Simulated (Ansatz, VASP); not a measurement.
# GaSb: VASP beside Ansatz

File INCAR:

```
PREC = Accurate
ENCUT = 520
EDIFF = 1E-6
ISMEAR = 0
SIGMA = 0.15
LREAL = F
LASPH = T
NELM = 100
ALGO = Normal
ISIF = 2
LWAVE = F
LCHARG = F
GGA = PS
NBANDS = 16
```

File KPOINTS:

```
regular mesh
0
Gamma
  16 16 16
```

POSCAR

```
GaSb
1.0
    0.0000000000      2.8028403405      3.6436924427
    2.8028403405      0.0000000000      3.6436924427
    2.8028403405      2.8028403405      0.0000000000
Ga Sb
1 1
Direct
    0.0000000000      0.0000000000      0.0000000000
    0.7500000000      0.7500000000      0.7500000000
```

Input for Ansatz:

```yaml
crystal:
  lattice:
    - [0.0, 2.8028403405, 3.6436924427]
    - [2.8028403405, 0.0, 3.6436924427]
    - [2.8028403405, 2.8028403405, 0.0]
  atoms:
    - { symbol: Ga, position: [0.0, 0.0, 0.0] }
    - { symbol: Sb, position: [0.75, 0.75, 0.75] }
basis:
  ecutwfc: 420
kpoints:
  mp_grid: { grid: [16, 16, 16] }
hamiltonian:
  xc: pbesol
scf:
  occupations: { method: gaussian, width: 0.15 }
output:
  forces: true
  stress: true
  eigenvalues: true
  write_density: true
  write_potential: true
  elf: true
  volumetric_format: npy
```

Alike in both runs: task single point; functional PBEsol; k mesh 16 × 16 × 16; occupations gaussian, width 0.15 eV; no spin polarisation.

```csv
,VASP,Ansatz
version,VASP 6.6.1,Ansatz 0.2.0
potentials or method,"VASP PAW PBE potentials, release 64 (Ga_d, Sb), cutoff 520 eV","scalar-relativistic, plane waves, PAW"
valence electrons in the cell,18,28
```

VASP gave:

```
gap on the k mesh at the Fermi level (eV)                     : none
pressure (GPa)                                                : -0.1
traceless stress, the component that is largest in VASP (GPa) : -8.48
```

What did Ansatz give for the same quantities?

gap on the k mesh at the Fermi level (eV): none; pressure (GPa): -0.2; traceless stress, the component that is largest in VASP (GPa): -8.50.

VASP's potentials were made for PBE, not for PBEsol. A gap of «none» marks a metal or a gap that the smearing closes. The functional is the same, so the differences come from potentials, cutoffs and numerics. VASP's potentials hold 18 valence electrons a cell and Ansatz's 28, so a difference there can come from the potentials and not from the codes.

Neither program's run includes spin-orbit coupling.
